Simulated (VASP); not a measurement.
CdTe:

```xyz
2
Lattice="0.0000 3.2050 3.2050 3.2050 0.0000 3.2050 3.2050 3.2050 0.0000" Properties=species:S:1:pos:R:3 pbc="T T T"
Te    4.8075    4.8075    4.8075
Cd    0.0000    0.0000    0.0000
```

| Property | Result |
| --- | --- |
| Program | VASP 6.6.1 |
| Task | relaxation of cell and atoms |
| Functional | BLYP |
| Dispersion | D4 |
| Potentials or basis | VASP PAW PBE potentials, release 64 (Te, Cd) |
| Cutoff | 600 eV |
| k mesh | 7 × 7 × 7 |
| Occupations | fermi-dirac, width 0.05 eV |
| Spin | no spin polarisation |

At the start: pressure 3.2 GPa; volume 32.92 Å³/atom.

Q: Where does the relaxation end?

A: Over 3 steps the energy falls by 22.8 meV/atom and the volume is 35.35 Å³/atom (+7.4 %); space group F-43m (No. 216, to 0.05 Å).

Step by step:
```csv
step,energy change (eV),largest force (eV/Å),pressure (GPa),volume (Å³)
1,0.0000,0.0000,3.22,65.84
2,-0.0411,0.0000,-0.81,72.36
3,-0.0455,0.0000,0.01,70.69
```

Final structure:
```xyz
2
Lattice="0.0000 3.2818 3.2818 3.2818 0.0000 3.2818 3.2818 3.2818 0.0000" Properties=species:S:1:pos:R:3 pbc="T T T"
Te    4.9227    4.9227    4.9227
Cd    0.0000    0.0000    0.0000
```

Caveat: the PAW data sets were made with another functional, which shifts forces and pressure a little.
